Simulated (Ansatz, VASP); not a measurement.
One calculation of Au, two programs

```
Au
1.0
     2.74803    0.00000    0.00000
     0.00000    2.74803    0.00000
     0.00000    0.00000    2.74803
Au
1
Cartesian
  0.0000 0.0000 0.0000
```

Alike in both runs: task single point; functional PBE; k mesh 11 × 11 × 11; occupations fermi-dirac, width 0.1 eV; non-collinear spin, spin-orbit coupling.

|  | VASP | Ansatz |
| --- | --- | --- |
| version | VASP 6.6.1 | Ansatz 0.2.0 |
| potentials or method | VASP PAW PBE potentials, release 64 (Au), cutoff 520 eV | plane waves (420 eV) with PAW, fully relativistic with spin-orbit coupling |
| valence electrons in the cell | 11 | 19 |

```csv
,VASP,Ansatz,Ansatz less VASP
net moment per atom (μB),0.00,0.00,0.000
```

With one functional, cell and mesh, what is left measures potentials, basis and numerics. VASP's potentials hold 11 valence electrons a cell and Ansatz's 19, so a difference there can come from the potentials and not from the codes.
